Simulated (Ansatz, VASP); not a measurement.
V3Si: VASP beside Ansatz

```
V Si
1.0
     4.60538    0.00000    0.00000
     0.00000    4.60538    0.00000
     0.00000    0.00000    4.60538
V Si
6 2
Cartesian
  1.1513 0.0000 2.3027
  3.4540 0.0000 2.3027
  0.0000 2.3027 1.1513
  0.0000 2.3027 3.4540
  2.3027 3.4540 0.0000
  2.3027 1.1513 0.0000
  0.0000 0.0000 0.0000
  2.3027 2.3027 2.3027
```

Alike in both runs: task relaxation of cell and atoms; functional LDA; k mesh 6 × 6 × 6; occupations fermi-dirac, width 0.15 eV; no spin polarisation.

|  | VASP | Ansatz |
| --- | --- | --- |
| version | VASP 6.6.1 | Ansatz 0.2.0 |
| potentials or method | VASP PAW LDA potentials, release 64 (V_sv, Si), cutoff 500 eV | scalar-relativistic, plane waves, PAW |
| valence electrons in the cell | 86 | 86 |

|  | VASP | Ansatz | Ansatz less VASP |
| --- | --- | --- | --- |
| gap on the k mesh at the Fermi level, each at its own relaxed structure (eV) | none | none | - |
| relaxed volume (Å³/atom) | 12.27 | 12.24 | -0.031 |
| relaxed cell length with the largest relative difference (Å) | 4.613 | 4.609 | -0.0039 |

LDA's correlation is that of Perdew and Zunger in VASP and of Perdew and Wang (1992) in Ansatz. A gap of «none» marks a metal or a gap that the smearing closes.
